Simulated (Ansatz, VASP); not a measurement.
TiO2: VASP beside Ansatz

```
Ti O
1.0
     4.59400    0.06891    0.06891
     0.06891    4.59400    0.06891
     0.04439    0.04439    2.95900
Ti O
2 4
Cartesian
  0.0000 0.0000 0.0000
  2.3536 2.3536 1.5484
  1.4269 1.4269 0.0422
  0.9690 3.7383 1.5484
  3.2361 3.2361 0.0956
  3.7383 0.9690 1.5484
```

Change from the starting cell: equal xy, yz and zx shear strains of +3 %, crystal datasets.

Alike in both runs: task electric field gradients; functional LDA; k mesh 7 × 7 × 10; occupations fermi-dirac, width 0.05 eV; no spin polarisation.

|  | VASP | Ansatz |
| --- | --- | --- |
| version | VASP 6.6.1 | Ansatz 0.2.0 |
| potentials or method | VASP PAW LDA potentials, release 64 (Ti_sv, O), cutoff 520 eV | all-electron PAW with datasets made for the crystal, scalar-relativistic |

VASP gave:

- gap on the k mesh at the Fermi level (eV): 1.83
- pressure (GPa): -6.1
- traceless stress, the component that is largest in VASP (GPa): -6.40
- rms of the force components (eV/Å): 0.118
- size of Vzz on the site where it differs most (V/Å²): 38.2

What did Ansatz give for the same quantities?

gap on the k mesh at the Fermi level (eV): 1.85; pressure (GPa): -7.1; traceless stress, the component that is largest in VASP (GPa): -6.33; rms of the force components (eV/Å): 0.104; size of Vzz on the site where it differs most (V/Å²): 36.7.

LDA's correlation is that of Perdew and Zunger in VASP and of Perdew and Wang (1992) in Ansatz. Atom by atom the forces differ by 0.017 eV/Å (rms over components). Ansatz ran all-electron here, and VASP with PAW potentials.
